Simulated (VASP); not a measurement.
Input of a VASP 6.6.1 run:

The input INCAR:

```
PREC = Accurate
ENCUT = 520
EDIFF = 1E-6
ISMEAR = -1
SIGMA = 0.05
LREAL = False
LASPH = True
NELM = 100
ALGO = Normal
ISIF = 2
LWAVE = False
LCHARG = False
GGA = PE
NBANDS = 16
```

Contents of KPOINTS:

```
regular mesh
0
Gamma
  7 7 5
```

POSCAR

```
Te
1.0
    4.3868289839      0.0000000000      0.0000000000
   -2.1934144919      3.7991053421      0.0000000000
    0.0000000000      0.0000000000      5.8349788491
Te
3
Direct
    0.7310000000      0.7310000000      0.5000000000
    0.0000000000      0.2690000000      0.8333333333
    0.2690000000      0.0000000000      0.1666666667
```

Potentials or basis: VASP PAW PBE potentials, release 64 (Te).

Launch:

```console
$ cat potpaw_PBE.64/Te/POTCAR > POTCAR
$ mpirun -np 1 vasp_std > vasp.out
```

(1) What does it give for the band gap on the k mesh?

(2) Estimate the pressure.

Answers

(1) 0.61 eV (least direct gap 0.81 eV).

(2) 4.1 GPa.

Caveat: the cell stands under pressure; spin-orbit coupling is left out, which moves the levels of the heavy elements.
